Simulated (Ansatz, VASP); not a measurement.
**AlIn2N3: VASP beside Ansatz**

The input INCAR:

```
SYSTEM = AlIn2N3
PREC = Accurate
ENCUT = 520
EDIFF = 1E-7
ISMEAR = 0
SIGMA = 0.1
LREAL = .False.
LASPH = .True.
NELM = 150
ALGO = Normal
ISIF = 2
LWAVE = .False.
LCHARG = .False.
ISPIN = 2
MAGMOM = 0 0 0 1 1 1
LORBIT = 11
GGA = PE
NBANDS = 35
```

File KPOINTS:

```
regular mesh
0
Gamma
  6 6 2
  0 0 0
```

POSCAR

```
AlIn2N3
1.0
    3.2234360400      0.0000000000      0.0000000000
    0.0000000000      3.2234360400      0.0000000000
    0.0000000000      0.0000000000     10.7753262300
Al In N
1 2 3
Direct
    0.5000000000      0.5000000000      0.5000000000
    0.5000000000      0.5000000000      0.8473602500
    0.5000000000      0.5000000000      0.1526397500
    0.0000000000      0.0000000000      0.0000000000
    0.0000000000      0.0000000000      0.7145522800
    0.0000000000      0.0000000000      0.2854477200
```

Input for Ansatz:

```yaml
crystal:
  lattice:
    - [3.22343604, 0.0, 0.0]
    - [0.0, 3.22343604, 0.0]
    - [0.0, 0.0, 10.77532623]
  atoms:
    - { symbol: Al, position: [0.5, 0.5, 0.5] }
    - { symbol: In, position: [0.5, 0.5, 0.84736025] }
    - { symbol: In, position: [0.5, 0.5, 0.15263975] }
    - { symbol: "N", position: [0.0, 0.0, 0.0], spin: 1.0 }
    - { symbol: "N", position: [0.0, 0.0, 0.71455228], spin: 1.0 }
    - { symbol: "N", position: [0.0, 0.0, 0.28544772], spin: 1.0 }
basis:
  ecutwfc: 420
kpoints:
  mp_grid: { grid: [6, 6, 2] }
hamiltonian:
  xc: pbe
scf:
  occupations: { method: gaussian, width: 0.1 }
  lower_state_search: "off"
output:
  forces: true
  stress: true
  eigenvalues: true
  populations: true
magnetization:
  spin_polarized: true
```

Change from the starting cell: species swapped into the MgSc3Ru2 type (P4/mmm, No. 123).

Alike in both runs: task single point; functional PBE; k mesh 6 × 6 × 2; occupations gaussian, width 0.1 eV; collinear spin.

|  | VASP | Ansatz |
| --- | --- | --- |
| version | VASP 6.6.1 | Ansatz 0.2.0 |
| potentials or method | VASP PAW PBE potentials, release 64 (Al, In_d, N), cutoff 520 eV | scalar-relativistic, plane waves, PAW |
| valence electrons in the cell | 44 | 44 |

Ansatz gave:

- gap on the k mesh at the Fermi level (eV): none
- pressure (GPa): -16.2
- traceless stress, the component that is largest in VASP (GPa): -2.52
- rms of the force components (eV/Å): 0.457
- net moment per atom (μB): 0.37
- size of the moment on the site where the two differ most (μB): 0.88

Question: What did VASP give for the same quantities?

Answer: gap on the k mesh at the Fermi level (eV): none; pressure (GPa): -16.2; traceless stress, the component that is largest in VASP (GPa): -2.54; rms of the force components (eV/Å): 0.453; net moment per atom (μB): 0.37; size of the moment on the site where the two differ most (μB): 0.66.

Site moments also hang on the region over which each program counts them. Atom by atom the forces differ by 0.004 eV/Å (rms over components). A gap of «none» marks a metal or a gap that the smearing closes. With one functional, cell and mesh, what is left measures potentials, basis and numerics.
